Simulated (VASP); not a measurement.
# Ir (Im-3m) in VASP: a series of runs

Ir is run at these levels: PBE; tasks: single point.

Program: VASP 6.6.1. These are calculated values, not measurements. Logs are shortened: lines on timing, memory, paths and dates and some standing lists are left out, and cuts for length are marked.

## Step 1: The cell of the first run

The structure is cubic, space group Im-3m (No. 229). Conventional cell: a = 2.865 Å, b = 2.865 Å, c = 2.865 Å, α = 90.00°, β = 90.00°, γ = 90.00°. Within 3.3 Å of Ir (site symmetry m-3m) lie 14 Ir at 2.48 to 2.86 Å.

## Step 2: Single point, PBE

Input file INCAR:

```
PREC     = Accurate       # precision mode
ENCUT    = 520            # plane-wave cutoff, eV
EDIFF    = 1E-7           # SCF threshold, eV
ISMEAR   = -1             # smearing method
SIGMA    = 0.08           # smearing width, eV
LREAL    = False          # projectors in reciprocal space
LASPH    = True           # aspherical terms in the spheres
NELM     = 60             # most SCF steps
ALGO     = Normal         # electronic algorithm
ISIF     = 2              # what is computed and relaxed
LWAVE    = False          # write WAVECAR
LCHARG   = False          # write CHGCAR
GGA      = PE             # functional
NBANDS   = 10             # bands
```

Input file KPOINTS:

```
regular mesh
0
Gamma
  19 19 19
```

Input file POSCAR:

```
Ir
1.0
   -1.4322610428      1.4322610428      1.4322610428
    1.4322610428     -1.4322610428      1.4322610428
    1.4322610428      1.4322610428     -1.4322610428
Ir
1
Direct
    0.0000000000      0.0000000000      0.0000000000
```

Potentials or basis: VASP PAW PBE potentials, release 64 (Ir).

Launch:

```bash
cat potpaw_PBE.64/Ir/POTCAR > POTCAR
mpirun -np 1 vasp_std > vasp.out
```

OUTCAR:

```text
PREC = Accurate
   ENCUT = 520
   EDIFF = 1E-7
   ISMEAR = -1
   LREAL = False
   LASPH = True
   NELM = 60
   ISIF = 2
   GGA = PE

 ion  position               nearest neighbor table
   1  0.000  0.000  0.000-

  LATTYP: Found a body centered cubic cell.
 ALAT       =     2.8645220856

  Lattice vectors:

 A1 = (  -1.4322610428,   1.4322610428,   1.4322610428)
 A2 = (   1.4322610428,  -1.4322610428,   1.4322610428)
 A3 = (   1.4322610428,   1.4322610428,  -1.4322610428)

Analysis of symmetry for initial positions (statically):
=====================================================================
 Subroutine PRICEL returns:
 Original cell was already a primitive cell.

 Routine SETGRP: Setting up the symmetry group for a
 body centered cubic supercell.

 Subroutine GETGRP returns: Found 48 space group operations
 (whereof 48 operations were pure point group operations)
 out of a pool of 48 trial point group operations.

The static configuration has the point symmetry O_h .

Analysis of symmetry for dynamics (positions and initial velocities):
=====================================================================
 Subroutine PRICEL returns:
 Original cell was already a primitive cell.

 Routine SETGRP: Setting up the symmetry group for a
 body centered cubic supercell.

 Subroutine GETGRP returns: Found 48 space group operations
 (whereof 48 operations were pure point group operations)
 out of a pool of 48 trial point group operations.

The dynamic configuration has the point symmetry O_h .

 Subroutine INISYM returns: Found 48 space group operations
 (whereof 48 operations are pure point group operations),
 and found     1 'primitive' translations

----------------------------------------------------------------------------------------

                                     Primitive cell

  volume of cell :      11.7524

  direct lattice vectors                    reciprocal lattice vectors
    -1.432261043  1.432261043  1.432261043     0.000000000  0.349098373  0.349098373
     1.432261043 -1.432261043  1.432261043     0.349098373  0.000000000  0.349098373
     1.432261043  1.432261043 -1.432261043     0.349098373  0.349098373  0.000000000

  length of vectors
     2.480748896  2.480748896  2.480748896     0.493699654  0.493699654  0.493699654

  position of ions in fractional coordinates (direct lattice)
     0.000000000  0.000000000  0.000000000

  ion indices of the primitive-cell ions
   primitive index   ion index
                 1           1

----------------------------------------------------------------------------------------

 KPOINTS: regular mesh

Automatic generation of k-mesh.
 Grid dimensions read from file:
 generate k-points for:   19   19   19

 Generating k-lattice:

  Cartesian coordinates                     Fractional coordinates (reciprocal lattice)
     0.000000000  0.018373599  0.018373599     0.052631579  0.000000000  0.000000000
     0.018373599  0.000000000  0.018373599     0.000000000  0.052631579  0.000000000
     0.018373599  0.018373599  0.000000000     0.000000000  0.000000000  0.052631579

  Length of vectors
     0.025984192  0.025984192  0.025984192

  Shift w.r.t. Gamma in fractional coordinates (k-lattice)
     0.000000000  0.000000000  0.000000000

 Subroutine IBZKPT returns following result:
 ===========================================

 Found    220 irreducible k-points:

 Following reciprocal coordinates:
            Coordinates               Weight
  0.000000  0.000000  0.000000      1.000000
  0.052632  0.000000  0.000000     12.000000
  0.105263  0.000000  0.000000     12.000000
  0.157895  0.000000  0.000000     12.000000
  0.210526  0.000000  0.000000     12.000000
  0.263158  0.000000  0.000000     12.000000
[... 16 lines left out ...]
  0.263158  0.105263 -0.000000     48.000000
  0.315789  0.105263 -0.000000     48.000000
 [... further k-points ...]
   k-points           NKPTS =    220   k-points in BZ     NKDIM =    220   number of bands    NBANDS=     10
   number of dos      NEDOS =    301   number of ions     NIONS =      1
   total plane-waves  NPLWV =   5832
   dimension x,y,z NGX =    18 NGY =   18 NGZ =   18
   dimension x,y,z NGXF=    36 NGYF=   36 NGZF=   36
   ions per type =               1
   NGX,Y,Z   is equivalent  to a cutoff of  12.06, 12.06, 12.06 a.u.
   NGXF,Y,Z  is equivalent  to a cutoff of  24.13, 24.13, 24.13 a.u.
 SYSTEM =  unknown system
   PREC   = accura    normal or accurate (medium, high low for compatibility)
   ISTART =      0    job   : 0-new  1-cont  2-samecut
   ICHARG =      2    charge: 1-file 2-atom 10-const
   ISPIN  =      1    spin polarized calculation?
   LNONCOLLINEAR =      F non collinear calculations
   LSORBIT =      F    spin-orbit coupling
   LASPH  =      T    aspherical Exc in radial PAW
   ENCUT  =  520.0 eV  38.22 Ry    6.18 a.u.   4.61  4.61  4.61*2*pi/ulx,y,z
   NELM   =     60;   NELMIN=  2; NELMDL= -5     # of ELM steps
   EDIFF  = 0.1E-06   stopping-criterion for ELM
   LREAL  =      F    real-space projection
   EDIFFG = 0.1E-05   stopping-criterion for IOM
   NSW    =      0    number of steps for IOM
   IBRION =     -1    ionic relax: 0-MD 1-quasi-New 2-CG
   NFREE  =      0    steps in history (QN), initial steepest desc. (CG)
   ISIF   =      2    stress and relaxation
   ISYM   =      2    0-nonsym 1-usesym 2-fastsym
   POTIM  = 0.5000    time-step for ionic-motion
   TEBEG  =    0.0;   TEEND  =   0.0 temperature during run
   PSTRESS=    0.0 pullay stress
   NELECT =       9.0000    total number of electrons
   NUPDOWN=      -1.0000    fix difference up-down
   EMIN   =  10.00;   EMAX   =-10.00  energy-range for DOS
   EFERMI =   0.00;   METHOD = LEGACY
   ISMEAR =    -1;   SIGMA  =   0.08  broadening in eV -4-tet -1-fermi 0-gaus
   EFERMI_NEDOS =   21; number of points for ismear=-14 and -15
   IALGO  =     38    algorithm
   IMIX   =      4    mixing-type and parameters
     AMIX     =   0.40;   BMIX     =  1.00
     AMIX_MAG =   1.60;   BMIX_MAG =  1.00
  volume/ion in A,a.u.               =      11.75        79.31
  Fermi-wavevector in a.u.,A,eV,Ry     =   1.497776  2.830386 30.522392  2.243333
  Thomas-Fermi vector in A             =   2.609620
   LORBIT       =      0    0 simple, 1 ext, 2 COOP (PROOUT), +10 PAW based schemes
   GGA     = PE    functional components
   LHFCALC =     F    Hartree Fock is set to
   AEXX    =    0.0000 exact exchange contribution
   IVDW    =     0    specifies the selected vdW correction
   LEPSILON=     F    determine dielectric tensor
   LRPA    =     F    only Hartree local field effects (RPA)
 non-spin polarized calculation
  energy-cutoff  :      520.00
  volume of cell :       11.75
 maximum number of plane-waves:       329
   NGX =  9   NGY =  9   NGZ =  9

 number of electron       8.9999999 magnetization

 Free energy of the ion-electron system (eV)
  ---------------------------------------------------
  ext. energy  EPLUGINS =         0.00000000
  ---------------------------------------------------
  free energy    TOTEN  =        -7.07977952 eV

  energy without entropy =       -7.04250186  energy(sigma->0) =       -7.06114069

 E-fermi :  13.6034     XC(G=0): -15.0938

 val. band max:       13.6005812442   @ k =   0.3158   0.1053  -0.0000
 cond. band min:      13.6071729405   @ k =   0.2632   0.2632   0.1579
 fundamental gap:      0.0065916963
 Fermi energy:        13.6033660867

 k-point     1 :       0.0000    0.0000    0.0000
  band No.  band energies     occupation
      1       0.7135      2.00000
      2       8.6853      2.00000
      3       8.6853      2.00000
      4       8.6853      2.00000
      5      12.7421      1.99996
      6      12.7421      1.99996
      7      30.4391      0.00000
      8      30.4391      0.00000
      9      30.4391      0.00000
     10      44.4074      0.00000

 k-point     2 :       0.0526    0.0000    0.0000
  band No.  band energies     occupation
      1       0.8748      2.00000
      2       8.6003      2.00000
      3       8.6782      2.00000
      4       8.8376      2.00000
      5      12.6121      1.99999
      6      12.7462      1.99996
      7      30.5599      0.00000
      8      30.7002      0.00000
      9      30.7656      0.00000
     10      43.0259      0.00000

 k-point     3 :       0.1053    0.0000    0.0000
  band No.  band energies     occupation
      1       1.3405      2.00000
      2       8.3618      2.00000
      3       8.6417      2.00000
      4       9.2892      2.00000
      5      12.3109      2.00000
      6      12.7631      1.99995
      7      30.8580      0.00000
      8      31.4647      0.00000
      9      31.5998      0.00000
     10      41.0107      0.00000

 k-point     4 :       0.1579    0.0000    0.0000
  band No.  band energies     occupation
      1       2.0477      2.00000
      2       8.0121      2.00000
      3       8.5560      2.00000
      4      10.0241      2.00000
      5      12.0371      2.00000
      6      12.8040      1.99991
      7      31.1048      0.00000
      8      32.4761      0.00000
      9      32.6815      0.00000
     10      39.4293      0.00000
[... 222 lines left out ...]
 k-point    22 :       0.2105    0.1053    0.0000
  band No.  band energies     occupation
      1       3.9767      2.00000
      2       7.2679      2.00000
      3       8.0914      2.00000
      4      11.7320      2.00000
      5      12.9646      1.99932
      6      13.3286      1.93752
      7      30.2546      0.00000
      8      31.5741      0.00000
      9      35.1632      0.00000
     10      37.6331      0.00000

 k-point    23 :       0.2632    0.1053   -0.0000
  band No.  band energies     occupation
      1       4.3303      2.00000
      2       6.9091      2.00000
      3       8.6562      2.00000
      4      11.9969      2.00000
      5      13.4261      1.80328
      6      14.4559      0.00005
      7      28.7083      0.00000
      8      30.1612      0.00000
      9      35.8672      0.00000
     10      36.9939      0.00000

 k-point    24 :       0.3158    0.1053   -0.0000
  band No.  band energies     occupation
      1       4.3327      2.00000
      2       6.6258      2.00000
      3       9.6231      2.00000
      4      12.3409      2.00000
      5      13.6006      1.01740
      6      15.9160      0.00000
      7      26.9748      0.00000
      8      28.7641      0.00000
      9      34.4072      0.00000
     10      38.7300      0.00000

 [... further k-points ...]

------------------------ aborting loop because EDIFF is reached ----------------------------------------

  FORCE on cell =-STRESS in cart. coord.  units (eV):
  Direction    XX          YY          ZZ          XY          YZ          ZX
  --------------------------------------------------------------------------------------
  -------------------------------------------------------------------------------------
  Total       10.4926400     10.4926400     10.4926400     -0.0000000      0.0000000     -0.0000000
  in kB     1430.4372937   1430.4372937   1430.4372937     -0.0000000      0.0000000     -0.0000000
  external PRESSURE =    1430.4372937 kB  Pullay stress =       0.0000000 kB

 VOLUME and BASIS-vectors are now :
 -----------------------------------------------------------------------------
  energy-cutoff  :      520.00
  volume of cell :       11.75
      direct lattice vectors                 reciprocal lattice vectors
    -1.432261043  1.432261043  1.432261043     0.000000000  0.349098373  0.349098373
     1.432261043 -1.432261043  1.432261043     0.349098373  0.000000000  0.349098373
     1.432261043  1.432261043 -1.432261043     0.349098373  0.349098373  0.000000000

 POSITION                                       TOTAL-FORCE (eV/Angst)
 -----------------------------------------------------------------------------------
      0.00000      0.00000      0.00000        -0.000000      0.000000      0.000000
 -----------------------------------------------------------------------------------
    total drift:                                0.000000      0.000000      0.000000

  FREE ENERGIE OF THE ION-ELECTRON SYSTEM (eV)
  ---------------------------------------------------
  free  energy   TOTEN  =        -7.0797795183 eV

  energy  without entropy=       -7.0425018586  energy(sigma->0) =       -7.06114069
```

It took 31 s on 1 thread of Intel Xeon 8259CL, shared host; peak memory 0.14 GiB.

Results:

| Quantity | Value |
| --- | --- |
| Free energy | -7.0798 eV |
| Pressure | 143.0 GPa |

Caveat: spin-orbit coupling is left out, which moves the levels of the heavy elements.

## Step 3: Single point, PBE

Input file INCAR:

```
PREC     = Accurate       # precision mode
ENCUT    = 520            # plane-wave cutoff, eV
EDIFF    = 1E-6           # SCF threshold, eV
ISMEAR   = -1             # smearing method
SIGMA    = 0.08           # smearing width, eV
LREAL    = F              # projectors in reciprocal space
LASPH    = T              # aspherical terms in the spheres
NELM     = 60             # most SCF steps
ALGO     = Normal         # electronic algorithm
ISIF     = 2              # what is computed and relaxed
LWAVE    = F              # write WAVECAR
LCHARG   = F              # write CHGCAR
GGA      = PE             # functional
NBANDS   = 10             # bands
```

Input file KPOINTS:

```
Automatic mesh
0
Gamma
  19 19 19
```

Input file POSCAR:

```
Ir
1.0
   -1.4320749899      1.4320749899      1.4320749899
    1.4320749899     -1.4320749899      1.4320749899
    1.4320749899      1.4320749899     -1.4320749899
Ir
1
Direct
    0.0000000000      0.0000000000      0.0000000000
```

Potentials or basis: VASP PAW PBE potentials, release 64 (Ir).

Launch:

```bash
cat potpaw_PBE.64/Ir/POTCAR > POTCAR
mpirun -np 1 vasp_std > vasp.out
```

Run time: 34 s. Hardware: 1 thread of Intel Xeon 8259CL, shared host; peak memory 0.14 GiB.

Results (log left out):

```
Free energy : -7.0757 eV
Pressure    : 143.4 GPa
```

Levels at points of the mesh, in eV from the Fermi level:
| k point | band 1 | band 2 | band 3 | band 4 | band 5 | band 6 | band 7 | band 8 | band 9 |
| --- | --- | --- | --- | --- | --- | --- | --- | --- | --- |
| (0.00, 0.00, 0.00) | -12.89 | -4.92 | -4.92 | -4.92 | -0.86 | -0.86 | 16.84 | 16.84 | 16.84 |

Caveat: spin-orbit coupling is left out, which moves the levels of the heavy elements.
